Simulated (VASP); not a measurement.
# CdS in VASP: further runs

CdS is run at these levels: HSE06, r2SCAN, PBE; tasks: single point.

All numbers are computed with VASP 6.6.1; they aren't measurements. Logs are shortened: lines on timing, memory, paths and dates and some standing lists are left out, and cuts for length are marked.

## (1) The cell of the first run

It takes space group I-4m2 (No. 119, tetragonal). Conventional cell: a = 4.137 Å, b = 4.137 Å, c = 5.918 Å, α = 90.00°, β = 90.00°, γ = 90.00°. Cd (site symmetry -4m2) has 4 S at 2.54 Å within 3.4 Å. Within 3.4 Å of S (site symmetry -4m2) lie 4 Cd at 2.54 Å.

## (2) Single point, HSE06 (epitaxial xy strain -0.5%)

POSCAR

```
CdS
1.0
    0.0000000000      2.9254005319      2.9589686818
    2.9254005319      0.0000000000      2.9589686818
    2.9254005319      2.9254005319      0.0000000000
Cd S
1 1
Direct
    0.0000000000      0.0000000000      0.0000000000
    0.2500000000      0.2500000000      0.2500000000
```

INCAR.step1

```
SYSTEM = CdS
ALGO     = Normal         ! electronic algorithm
EDIFF    = 1E-5           ! SCF threshold, eV
ENCUT    = 520            ! plane-wave cutoff, eV
GGA      = PE             ! functional
ISIF     = 2              ! what is computed and relaxed
ISMEAR   = 0              ! smearing method
LASPH    = .TRUE.         ! aspherical terms in the spheres
LCHARG   = .FALSE.        ! write CHGCAR
LREAL    = .FALSE.        ! projectors in reciprocal space
LWAVE    = .TRUE.         ! write WAVECAR
NBANDS   = 16             ! bands
NELM     = 100            ! most SCF steps
PREC     = Accurate       ! precision mode
SIGMA    = 0.01           ! smearing width, eV
```

INCAR.step2

```
SYSTEM = CdS
ALGO     = Normal         ! electronic algorithm
EDIFF    = 1E-6           ! SCF threshold, eV
ENCUT    = 520            ! plane-wave cutoff, eV
GGA      = PE             ! functional
HFSCREEN = 0.2079         ! screening, 1/A
ISIF     = 2              ! what is computed and relaxed
ISMEAR   = 0              ! smearing method
ISTART   = 1            
LASPH    = .TRUE.         ! aspherical terms in the spheres
LCHARG   = .FALSE.        ! write CHGCAR
LHFCALC  = .TRUE.         ! exact exchange
LREAL    = .FALSE.        ! projectors in reciprocal space
LWAVE    = .FALSE.        ! write WAVECAR
NBANDS   = 16             ! bands
NELM     = 100            ! most SCF steps
PREC     = Accurate       ! precision mode
PRECFOCK = Normal       
SIGMA    = 0.01           ! smearing width, eV
```

KPOINTS

```
k-points
0
G
  6 6 6
  0 0 0
```

Potentials or basis: VASP PAW PBE potentials, release 64 (Cd, S).

Launch:

```console
> cat potpaw_PBE.64/Cd/POTCAR potpaw_PBE.64/S/POTCAR > POTCAR
> cp INCAR.step1 INCAR
> mpirun -np 1 vasp_std > vasp.out
> cp INCAR.step2 INCAR
> mpirun -np 1 vasp_std > vasp.out
```

OUTCAR:

```text
SYSTEM = CdS
   EDIFF = 1E-6
   ENCUT = 520
   GGA = PE
   HFSCREEN = 0.2079
   ISIF = 2
   ISMEAR = 0
   ISTART = 1
   LASPH = .TRUE.
   LHFCALC = .TRUE.
   LREAL = .FALSE.
   NELM = 100
   PREC = Accurate
   PRECFOCK = Normal

 ion  position               nearest neighbor table
   1  0.000  0.000  0.000-   2 2.54   2 2.54   2 2.54   2 2.54
   2  0.250  0.250  0.250-   1 2.54   1 2.54   1 2.54   1 2.54

  LATTYP: Found a body centered tetragonal cell.
 ALAT       =     4.1371411076
 C/A-ratio  =     1.4304412660

  Lattice vectors:

 A1 = (  -2.9254005319,   0.0000000000,   2.9589686818)
 A2 = (   2.9254005319,   0.0000000000,   2.9589686818)
 A3 = (   0.0000000000,   2.9254005319,  -2.9589686818)

Analysis of symmetry for initial positions (statically):
=====================================================================
 Subroutine PRICEL returns:
 Original cell was already a primitive cell.

 Routine SETGRP: Setting up the symmetry group for a
 body centered tetragonal supercell.

 Subroutine GETGRP returns: Found  8 space group operations
 (whereof  8 operations were pure point group operations)
 out of a pool of 16 trial point group operations.

The static configuration has the point symmetry D_2d.

Analysis of symmetry for dynamics (positions and initial velocities):
=====================================================================
 Subroutine PRICEL returns:
 Original cell was already a primitive cell.

 Routine SETGRP: Setting up the symmetry group for a
 body centered tetragonal supercell.

 Subroutine GETGRP returns: Found  8 space group operations
 (whereof  8 operations were pure point group operations)
 out of a pool of 16 trial point group operations.

The dynamic configuration has the point symmetry D_2d.

 Subroutine INISYM returns: Found  8 space group operations
 (whereof  8 operations are pure point group operations),
 and found     1 'primitive' translations

----------------------------------------------------------------------------------------

                                     Primitive cell

  volume of cell :      50.6455

  direct lattice vectors                    reciprocal lattice vectors
     0.000000000  2.925400532  2.958968682    -0.170916767  0.170916767  0.168977794
     2.925400532  0.000000000  2.958968682     0.170916767 -0.170916767  0.168977794
     2.925400532  2.925400532  0.000000000     0.170916767  0.170916767 -0.168977794

  length of vectors
     4.160945077  4.160945077  4.137141108     0.294921307  0.294921307  0.294921307

  position of ions in fractional coordinates (direct lattice)
     0.000000000  0.000000000  0.000000000
     0.250000000  0.250000000  0.250000000

  ion indices of the primitive-cell ions
   primitive index   ion index
                 1           1
                 2           2

----------------------------------------------------------------------------------------

 KPOINTS: k-points

Automatic generation of k-mesh.
 Grid dimensions read from file:
 generate k-points for:    6    6    6

 Generating k-lattice:

  Cartesian coordinates                     Fractional coordinates (reciprocal lattice)
    -0.028486128  0.028486128  0.028162966     0.166666667  0.000000000  0.000000000
     0.028486128 -0.028486128  0.028162966     0.000000000  0.166666667  0.000000000
     0.028486128  0.028486128 -0.028162966    -0.000000000 -0.000000000  0.166666667

  Length of vectors
     0.049153551  0.049153551  0.049153551

  Shift w.r.t. Gamma in fractional coordinates (k-lattice)
     0.000000000  0.000000000  0.000000000

 Subroutine IBZKPT returns following result:
 ===========================================

 Found     30 irreducible k-points:

 Following reciprocal coordinates:
            Coordinates               Weight
  0.000000  0.000000  0.000000      1.000000
  0.166667  0.000000  0.000000      8.000000
  0.333333  0.000000  0.000000      8.000000
  0.500000  0.000000  0.000000      4.000000
  0.166667  0.166667  0.000000      2.000000
  0.333333  0.166667  0.000000      8.000000
[... 16 lines left out ...]
  0.333333  0.000000  0.333333      4.000000
  0.500000 -0.000000  0.333333     16.000000
 [... further k-points ...]
   k-points           NKPTS =     30   k-points in BZ     NKDIM =    216   number of bands    NBANDS=     16
   number of dos      NEDOS =    301   number of ions     NIONS =      2
   total plane-waves  NPLWV =  32768
   dimension x,y,z NGX =    32 NGY =   32 NGZ =   32
   dimension x,y,z NGXF=    64 NGYF=   64 NGZF=   64
   ions per type =               1   1
   NGX,Y,Z   is equivalent  to a cutoff of  12.79, 12.79, 12.86 a.u.
   NGXF,Y,Z  is equivalent  to a cutoff of  25.57, 25.57, 25.72 a.u.
 SYSTEM =  CdS
   PREC   = accura    normal or accurate (medium, high low for compatibility)
   ISTART =      1    job   : 0-new  1-cont  2-samecut
   ICHARG =      0    charge: 1-file 2-atom 10-const
   ISPIN  =      1    spin polarized calculation?
   LNONCOLLINEAR =      F non collinear calculations
   LSORBIT =      F    spin-orbit coupling
   LASPH  =      T    aspherical Exc in radial PAW
   ENCUT  =  520.0 eV  38.22 Ry    6.18 a.u.   7.74  7.74  7.69*2*pi/ulx,y,z
   NELM   =    100;   NELMIN=  2; NELMDL=  0     # of ELM steps
   EDIFF  = 0.1E-05   stopping-criterion for ELM
   LREAL  =      F    real-space projection
   EDIFFG = 0.1E-04   stopping-criterion for IOM
   NSW    =      0    number of steps for IOM
   IBRION =     -1    ionic relax: 0-MD 1-quasi-New 2-CG
   NFREE  =      0    steps in history (QN), initial steepest desc. (CG)
   ISIF   =      2    stress and relaxation
   ISYM   =      3    0-nonsym 1-usesym 2-fastsym
   POTIM  = 0.5000    time-step for ionic-motion
   TEBEG  =    0.0;   TEEND  =   0.0 temperature during run
   PSTRESS=    0.0 pullay stress
   NELECT =      18.0000    total number of electrons
   NUPDOWN=      -1.0000    fix difference up-down
   EMIN   =  10.00;   EMAX   =-10.00  energy-range for DOS
   EFERMI =   0.00;   METHOD = LEGACY
   ISMEAR =     0;   SIGMA  =   0.01  broadening in eV -4-tet -1-fermi 0-gaus
   EFERMI_NEDOS =   21; number of points for ismear=-14 and -15
   IALGO  =     38    algorithm
   IMIX   =      1    mixing-type and parameters
     AMIX     =   0.40;   BMIX     =  1.00
     AMIX_MAG =   1.60;   BMIX_MAG =  1.00
  volume/ion in A,a.u.               =      25.32       170.89
  Fermi-wavevector in a.u.,A,eV,Ry     =   1.159628  2.191379 18.296256  1.344737
  Thomas-Fermi vector in A             =   2.296219
   LORBIT       =      0    0 simple, 1 ext, 2 COOP (PROOUT), +10 PAW based schemes
   GGA     = PE    functional components
   LHFCALC =     T    Hartree Fock is set to
   PRECFOCK=normal    Normal, Fast or Accurate (Low or Medium for compatibility)
   ENCUT4O =  -1.0   cutoff for four orbital integrals eV
   NKREDX  =     1    reduce k-point grid by
   NKREDY  =     1    reduce k-point grid by
   NKREDZ  =     1    reduce k-point grid by
   AEXX    =    0.2500 exact exchange contribution
   HFSCREEN=    0.2079 screening length (either q_TF or 0.3 A-1)
   HFSCREENC=   0.2079 screening length for correlation (either q_TF or 0.3 A-1)
   ENCUTFOCK=  -1.0 apply spherical cutoff to Coloumb kernel
   IVDW    =     0    specifies the selected vdW correction
   LEPSILON=     F    determine dielectric tensor
   LRPA    =     F    only Hartree local field effects (RPA)
 non-spin polarized calculation
 Gauss-broadening in eV      SIGMA  =   0.01
  energy-cutoff  :      520.00
  volume of cell :       50.65
 maximum number of plane-waves:      1379
  NGX = 24; NGY = 24; NGZ = 24

 number of electron      18.0000005 magnetization

 Free energy of the ion-electron system (eV)
  ---------------------------------------------------
  ext. energy  EPLUGINS =         0.00000000
  ---------------------------------------------------
  free energy    TOTEN  =        -7.61955593 eV

  energy without entropy =       -7.61955593  energy(sigma->0) =       -7.61955593

 E-fermi :   0.6077     XC(G=0):  -7.5174

 val. band max:        0.5046300282   @ k =   0.0000   0.0000   0.0000
 cond. band min:       2.6097221589   @ k =   0.0000   0.0000   0.0000
 fundamental gap:      2.1050921307
 Fermi energy:         0.6076754840

 k-point     1 :       0.0000    0.0000    0.0000
  band No.  band energies     occupation
      1     -12.9376      2.00000
      2      -8.2984      2.00000
      3      -8.2919      2.00000
      4      -8.2919      2.00000
      5      -7.8397      2.00000
      6      -7.8363      2.00000
[... 8 lines left out ...]
     15      13.1823      0.00000
     16      13.3303      0.00000

 k-point     2 :       0.1667    0.0000    0.0000
  band No.  band energies     occupation
      1     -12.8283      2.00000
      2      -8.2608      2.00000
      3      -8.2562      2.00000
      4      -8.1822      2.00000
      5      -7.8396      2.00000
      6      -7.8378      2.00000
[... 8 lines left out ...]
     15      12.4306      0.00000
     16      13.4547      0.00000

 k-point     3 :       0.3333    0.0000    0.0000
  band No.  band energies     occupation
      1     -12.6109      2.00000
      2      -8.2026      2.00000
      3      -8.1967      2.00000
      4      -7.8251      2.00000
      5      -7.8240      2.00000
      6      -7.7971      2.00000
[... 8 lines left out ...]
     15      12.8471      0.00000
     16      12.8640      0.00000

 k-point     4 :       0.5000    0.0000    0.0000
  band No.  band energies     occupation
      1     -12.5043      2.00000
      2      -8.1823      2.00000
      3      -8.1754      2.00000
      4      -7.8083      2.00000
      5      -7.8034      2.00000
      6      -7.4404      2.00000
[... 8 lines left out ...]
     15      14.3828      0.00000
     16      14.4507      0.00000

 k-point     5 :       0.1667    0.1667    0.0000
  band No.  band energies     occupation
      1     -12.7940      2.00000
      2      -8.2198      2.00000
      3      -8.2198      2.00000
      4      -8.2002      2.00000
      5      -7.8620      2.00000
      6      -7.8178      2.00000
[... 8 lines left out ...]
     15      13.5211      0.00000
     16      15.1323      0.00000

 k-point     6 :       0.3333    0.1667    0.0000
  band No.  band energies     occupation
      1     -12.6147      2.00000
      2      -8.1809      2.00000
      3      -8.1503      2.00000
      4      -7.9676      2.00000
      5      -7.8041      2.00000
      6      -7.8021      2.00000
[... 8 lines left out ...]
     15      13.6965      0.00000
     16      14.6530      0.00000
[... 267 lines left out ...]
 k-point    21 :      -0.1667    0.3333    0.1667
  band No.  band energies     occupation
      1     -12.4730      2.00000
      2      -8.1123      2.00000
      3      -8.1057      2.00000
      4      -7.9237      2.00000
      5      -7.8021      2.00000
      6      -7.5045      2.00000
[... 8 lines left out ...]
     15      14.9246      0.00000
     16      15.1214      0.00000

 k-point    22 :      -0.3333    0.5000    0.1667
  band No.  band energies     occupation
      1     -12.3761      2.00000
      2      -8.0621      2.00000
      3      -8.0408      2.00000
      4      -7.9113      2.00000
      5      -7.8017      2.00000
      6      -7.2365      2.00000
[... 8 lines left out ...]
     15      15.0963      0.00000
     16      15.1403      0.00000

 k-point    23 :       0.3333    0.0000    0.3333
  band No.  band energies     occupation
      1     -12.5064      2.00000
      2      -8.0663      2.00000
      3      -8.0562      2.00000
      4      -8.0477      2.00000
      5      -7.7797      2.00000
      6      -7.6870      2.00000
[... 8 lines left out ...]
     15      13.9082      0.00000
     16      17.1212      0.00000

 k-point    24 :       0.5000   -0.0000    0.3333
  band No.  band energies     occupation
      1     -12.4047      2.00000
      2      -8.0838      2.00000
      3      -8.0190      2.00000
      4      -7.9628      2.00000
      5      -7.7788      2.00000
      6      -7.3694      2.00000
[... 8 lines left out ...]
     15      14.6037      0.00000
     16      15.5772      0.00000

 [... further k-points ...]

------------------------ aborting loop because EDIFF is reached ----------------------------------------

  FORCE on cell =-STRESS in cart. coord.  units (eV):
  Direction    XX          YY          ZZ          XY          YZ          ZX
  --------------------------------------------------------------------------------------
  -------------------------------------------------------------------------------------
  Total        0.2367040      0.2367040      0.1614384      0.0000000      0.0000000      0.0000000
  in kB        7.4881602      7.4881602      5.1071253      0.0000000      0.0000000      0.0000000
  external PRESSURE =       6.6944819 kB  Pullay stress =       0.0000000 kB

 VOLUME and BASIS-vectors are now :
 -----------------------------------------------------------------------------
  energy-cutoff  :      520.00
  volume of cell :       50.65
      direct lattice vectors                 reciprocal lattice vectors
     0.000000000  2.925400532  2.958968682    -0.170916767  0.170916767  0.168977794
     2.925400532  0.000000000  2.958968682     0.170916767 -0.170916767  0.168977794
     2.925400532  2.925400532  0.000000000     0.170916767  0.170916767 -0.168977794

 POSITION                                       TOTAL-FORCE (eV/Angst)
 -----------------------------------------------------------------------------------
      0.00000      0.00000      0.00000         0.000000      0.000000      0.000000
      1.46270      1.46270      1.47948         0.000000      0.000000     -0.000000
 -----------------------------------------------------------------------------------
    total drift:                               -0.000001     -0.000001      0.000006

  FREE ENERGIE OF THE ION-ELECTRON SYSTEM (eV)
  ---------------------------------------------------
  free  energy   TOTEN  =        -7.6195559330 eV

  energy  without entropy=       -7.6195559330  energy(sigma->0) =       -7.61955593
```

It took 68 min on 1 thread of Intel Xeon Platinum 8259CL at 2.50GHz (Skylake/Cascade Lake), shared host; peak memory 0.31 GiB.

Results:

```yaml
Free_energy: -7.6196 eV
Pressure: 0.7 GPa
Band_gap_on_the_k_mesh: 2.11 eV, direct
```

Caveat: the cell differs from its parent crystal (epitaxial xy strain -0.5%); the PAW data sets were made with another functional, which shifts forces and pressure a little.

## (3) Single point, r2SCAN (epitaxial xy strain -0.5%)

POSCAR is that of step 2.

INCAR.step1

```
SYSTEM = CdS
PREC = Accurate
ENCUT = 520
ISMEAR = 0
SIGMA = 0.01
LREAL = .FALSE.
LASPH = .TRUE.
NELM = 100
NBANDS = 16
GGA = PE
ALGO = Normal
EDIFF = 1E-4
LWAVE = .TRUE.
LCHARG = .FALSE.
```

INCAR.step2

```
SYSTEM = CdS
PREC = Accurate
ENCUT = 520
EDIFF = 1E-7
ISMEAR = 0
SIGMA = 0.01
LREAL = .FALSE.
LASPH = .TRUE.
NELM = 100
ALGO = Normal
ISIF = 2
LWAVE = .FALSE.
LCHARG = .FALSE.
METAGGA = R2SCAN
LMIXTAU = .TRUE.
NBANDS = 16
ISTART = 1
```

KPOINTS

```
Automatic mesh
0
G
  8 8 8
  0 0 0
```

Potentials or basis: VASP PAW PBE potentials, release 64 (Cd, S).

Launch:

```console
> cat potpaw_PBE.64/Cd/POTCAR potpaw_PBE.64/S/POTCAR > POTCAR
> cp INCAR.step1 INCAR
> mpirun -np 1 vasp_std > vasp.out
> cp INCAR.step2 INCAR
> mpirun -np 1 vasp_std > vasp.out
```

It took 2.3 min on 1 thread of Intel Xeon Platinum 8259CL at 2.50GHz (Skylake/Cascade Lake), shared host; peak memory 0.21 GiB.

The run converged. Its results:

* Free energy: -29.6854 eV
* Pressure: 0.5 GPa
* Band gap on the k mesh: 1.53 eV, direct

Stress tensor (GPa, compression positive):
```
0.52 0.00 0.00
0.00 0.52 0.00
0.00 0.00 0.31
```

Levels at points of the mesh, in eV from the valence-band top:
```csv
k point,band 7,band 8,band 9,band 10,band 11,band 12
"(0.00, 0.00, 0.00)",-0.04,0.00,0.00,1.53,7.07,7.07
"(0.50, 0.00, 0.00)",-4.35,-0.77,-0.73,3.43,7.42,7.51
"(0.50, 0.50, 0.00)",-3.94,-1.83,-1.83,3.89,4.79,9.61
"(0.50, 0.00, 0.50)",-3.88,-1.89,-1.87,3.85,4.69,9.73
```

Caveat: the cell differs from its parent crystal (epitaxial xy strain -0.5%); the PAW data sets were made with another functional, which shifts forces and pressure a little.

## (4) Single point, PBE (shear xy strain -3.2%)

INCAR

```
SYSTEM = CdS
ALGO = Normal
EDIFF = 1E-6
ENCUT = 520
GGA = PE
ISIF = 2
ISMEAR = -1
LASPH = .True.
LCHARG = .True.
LELF = .True.
LREAL = .False.
LVHAR = .True.
LWAVE = .False.
NBANDS = 16
NELM = 100
PREC = Accurate
SIGMA = 0.02
```

KPOINTS

```
k-points
0
Gamma
  8 8 8
  0 0 0
```

POSCAR

```
CdS
1.0
   -0.0476152804      2.9392148416      2.9392148416
    2.9392148416     -0.0476152804      2.9392148416
    2.8915995612      2.8915995612      0.0000000000
Cd S
1 1
Direct
   -0.0035838390     -0.0035838390      0.0035838390
    0.2535838390      0.2535838390      0.2464161610
```

Launch:

```console
> cat potpaw_PBE.64/Cd/POTCAR potpaw_PBE.64/S/POTCAR > POTCAR
> mpirun -np 1 vasp_std > vasp.out
```

Wall time 62 s (1 thread of Intel Xeon Platinum 8259CL at 2.50GHz (Skylake/Cascade Lake), shared host); peak memory 0.22 GiB.

It converged, with:

```
Free energy            : -6.1350 eV
Pressure               : 1.7 GPa
Band gap on the k mesh : 1.03 eV, direct
```

Forces in eV/Å, atoms in the order of the input:
```
Cd   0.000  0.000 -0.002
S    0.000  0.000  0.002
```

Stress tensor (GPa, compression positive):
```
1.70 0.82 0.00
0.82 1.70 0.00
0.00 0.00 1.69
```

Levels at points of the mesh, in eV from the valence-band top:
```tsv
k point	band 7	band 8	band 9	band 10	band 11	band 12
(0.00, 0.00, 0.00)	-0.12	-0.07	0.00	1.03	6.30	6.50
(0.50, 0.00, 0.00)	-4.37	-0.80	-0.69	3.01	7.01	7.05
(0.50, 0.50, 0.00)	-3.91	-1.99	-1.73	3.44	4.35	9.07
(0.00, 0.00, 0.50)	-4.28	-0.87	-0.76	2.82	6.85	6.86
(0.50, 0.00, 0.50)	-3.91	-1.86	-1.86	3.53	4.26	9.03
```

Caveat: the cell differs from its parent crystal (shear xy strain -3.2%).

(Part 1 of 2 ends here.)
